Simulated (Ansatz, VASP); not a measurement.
BeS in VASP and in Ansatz

```
Be S
1.0
     0.00000    2.42000    2.42000
     2.42000    0.00000    2.42000
     2.42000    2.42000    0.00000
Be S
1 1
Direct
  0.00000 0.00000 0.00000
  0.25000 0.25000 0.25000
```

Alike in both runs: task relaxation of cell and atoms; functional LDA; k mesh 8 × 8 × 8; occupations gaussian, width 0.02 eV; no spin polarisation.

```csv
,VASP,Ansatz
version,VASP 6.6.1,Ansatz 0.2.0
potentials or method,"VASP PAW LDA potentials, release 64 (Be, S), cutoff 600 eV","scalar-relativistic, plane waves, PAW"
valence electrons in the cell,8,8
```

VASP gave:

| Property | Result |
| --- | --- |
| gap on the k mesh at the Fermi level, each at its own relaxed structure (eV) | 2.83 |
| relaxed volume (Å³/atom) | 13.80 |
| relaxed cell length with the largest relative difference (Å) | 3.392 |

What did Ansatz give for the same quantities?

gap on the k mesh at the Fermi level, each at its own relaxed structure (eV): 2.83; relaxed volume (Å³/atom): 13.79; relaxed cell length with the largest relative difference (Å): 3.391.

Ansatz warns that its potentials were made for another functional, while VASP's fit it. LDA's correlation is that of Perdew and Zunger in VASP and of Perdew and Wang (1992) in Ansatz.
